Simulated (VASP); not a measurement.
**BAs: single point with PBE**

BAs:

```xyz
2
Lattice="0.0000 2.4029 2.3919 2.3919 0.0000 2.3919 2.3919 2.4029 0.0000" Properties=species:S:1:pos:R:3 pbc="T T T"
B     0.0000    0.0000    0.0000
As    1.1959    1.2014    1.1959
```

This cell differs from its parent crystal: uniaxial y strain +0.5%.

| Item | Value |
| --- | --- |
| Program | VASP 6.6.1 |
| Task | single point |
| Functional | PBE |
| Potentials or basis | VASP PAW PBE potentials, release 64 (B, As) |
| Cutoff | 520 eV |
| k mesh | 10 × 10 × 10 |
| Occupations | fermi-dirac, width 0.02 eV |
| Spin | no spin polarisation |
| Dipole correction | no |
| Further INCAR settings | ALGO = Normal; EDIFF = 1e-06; NBANDS = 11 |

- Pressure: 2.2 GPa
- Band gap on the k mesh: 1.15 eV, indirect (least direct gap 3.24 eV)

Stress tensor (GPa, compression positive):
```
2.47 0.00 0.00
0.00 1.53 0.00
0.00 0.00 2.47
```

Levels at points of the mesh, in eV from the valence-band top:
| k point | band 1 | band 2 | band 3 | band 4 | band 5 | band 6 | band 7 | band 8 |
| --- | --- | --- | --- | --- | --- | --- | --- | --- |
| (0.00, 0.00, 0.00) | -15.34 | -0.04 | 0.00 | 0.00 | 3.24 | 3.24 | 3.27 | 4.56 |
| (0.50, 0.00, 0.00) | -12.50 | -8.74 | -1.85 | -1.79 | 2.62 | 4.74 | 4.77 | 8.83 |
| (0.50, 0.50, 0.00) | -11.18 | -8.48 | -4.08 | -4.07 | 1.41 | 1.42 | 11.24 | 11.30 |
| (0.50, 0.00, 0.50) | -11.22 | -8.52 | -4.03 | -4.03 | 1.46 | 1.47 | 11.26 | 11.26 |

It took 61 s on 1 thread of Intel Xeon 8259CL, on a shared host, peak memory 0.18 GiB.

Caveat: the cell differs from its parent crystal (uniaxial y strain +0.5%). A k mesh can miss the band edges.
